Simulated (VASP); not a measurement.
Crystal: ZnS.

```
Zn S
1.0
     0.00000    2.70200    2.70200
     2.70200    0.00000    2.70200
     2.70200    2.70200    0.00000
Zn S
1 1
Direct
  0.75000 0.75000 0.75000
  0.00000 0.00000 0.00000
```

| Item | Value |
| --- | --- |
| Program | VASP 6.6.1 |
| Task | relaxation of cell and atoms |
| Functional | revPBE |
| Dispersion | D4 |
| Potentials or basis | VASP PAW PBE potentials, release 64 (Zn, S) |
| Cutoff | 600 eV |
| k mesh | 9 × 9 × 9 |
| Occupations | fermi-dirac, width 0.05 eV |
| Spin | no spin polarisation |

At the start: pressure -1.7 GPa; volume 19.73 Å³/atom.

Task: Where does the relaxation end?

Result: Over 3 steps the energy falls by 2.6 meV/atom and the volume is 19.26 Å³/atom (-2.4 %); space group F-43m (No. 216, to 0.05 Å).

The path:
```csv
step,energy change (eV),largest force (eV/Å),pressure (GPa),volume (Å³)
1,0.0000,0.0000,-1.74,39.45
2,-0.0048,0.0000,0.57,38.25
3,-0.0052,0.0000,0.01,38.51
```

Final structure:
```
Zn S
1.0
     0.00000    2.68036    2.68036
     2.68036    0.00000    2.68036
     2.68036    2.68036    0.00000
Zn S
1 1
Direct
  0.75000 0.75000 0.75000
  0.00000 0.00000 0.00000
```

Caveat: the PAW data sets were made with another functional, which shifts forces and pressure a little.
